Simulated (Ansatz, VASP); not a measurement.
## BaTiO3: VASP beside Ansatz

File INCAR:

```
SYSTEM = BaTiO3
PREC = Accurate
ENCUT = 520
EDIFF = 1E-6
ISMEAR = -1
SIGMA = 0.05
LREAL = .False.
LASPH = .True.
NELM = 80
ALGO = Normal
ISIF = 2
LWAVE = .False.
LCHARG = .False.
GGA = PE
NBANDS = 28
```

File KPOINTS:

```
regular mesh
0
Gamma
  8 8 8
  0 0 0
```

The input POSCAR:

```
BaTiO3
1.0
    3.9973363099      0.0000000000      0.0000000000
    0.0000000000      2.8464754845      2.8552545545
    0.0000000000     -2.8464754845      2.8552545545
Ba Ti O
1 1 3
Direct
    0.0000000000      0.0000000000      0.0000000000
    0.5000000000      0.5079000000      0.5079000000
    0.0000000000      0.4921000000      0.4921000000
    0.5000000000      0.5025100000      0.9937100000
    0.5000000000      0.9937100000      0.5025100000
```

Input for Ansatz:

```yaml
crystal:
  lattice:
    - [3.9973363099, 0.0, 0.0]
    - [0.0, 2.8464754845, 2.8552545545]
    - [0.0, -2.8464754845, 2.8552545545]
  atoms:
    - { symbol: Ba, position: [0.0, 0.0, 0.0] }
    - { symbol: Ti, position: [0.5, 0.5079, 0.5079] }
    - { symbol: O, position: [0.0, 0.4921, 0.4921] }
    - { symbol: O, position: [0.5, 0.50251, 0.99371] }
    - { symbol: O, position: [0.5, 0.99371, 0.50251] }
kpoints:
  mp_grid: { grid: [8, 8, 8] }
  band_path:
    path:
      - [0.0, 0.0, 0.0]
      - [0.0, 0.5, 0.5]
      - [0.0, 0.5015349898, 0.4984650102]
      - [0.0, 0.4984650102, -0.4984650102]
      - [0.0, 0.0, 0.0]
      - [0.5, 0.0, 0.0]
      - [0.5, 0.4984650102, -0.4984650102]
      - [0.5, 0.5015349898, 0.4984650102]
      - [0.5, 0.5, 0.5]
    npoints: 5
scf:
  occupations: { method: fermi_dirac, width: 0.05 }
hamiltonian:
  xc: pbe
  pseudopotentials: { kind: all_electron, lapw: { basis_error: 0.001 } }
output:
  forces: true
  stress: true
  eigenvalues: true
```

Change from the starting cell: volume scaled by 1.01.

Alike in both runs: task single point; functional PBE; k mesh 8 × 8 × 8; occupations fermi-dirac, width 0.05 eV; no spin polarisation.

|  | VASP | Ansatz |
| --- | --- | --- |
| version | VASP 6.6.1 | Ansatz 0.2.0 |
| potentials or method | VASP PAW PBE potentials, release 64 (Ba_sv, Ti_sv, O), cutoff 520 eV | all-electron LAPW, scalar-relativistic |

Ansatz gave:

```
pressure (GPa)                                                : 0.3
traceless stress, the component that is largest in VASP (GPa) : -0.67
rms of the force components (eV/Å)                            : 0.103
```

Problem. Which values does VASP return?

Solution. Pressure (GPa): 2.0; traceless stress, the component that is largest in VASP (GPa): -0.69; rms of the force components (eV/Å): 0.098.

Atom by atom the forces differ by 0.009 eV/Å (rms over components). Ansatz ran all-electron here, and VASP with PAW potentials.

Spin-orbit coupling is off throughout.
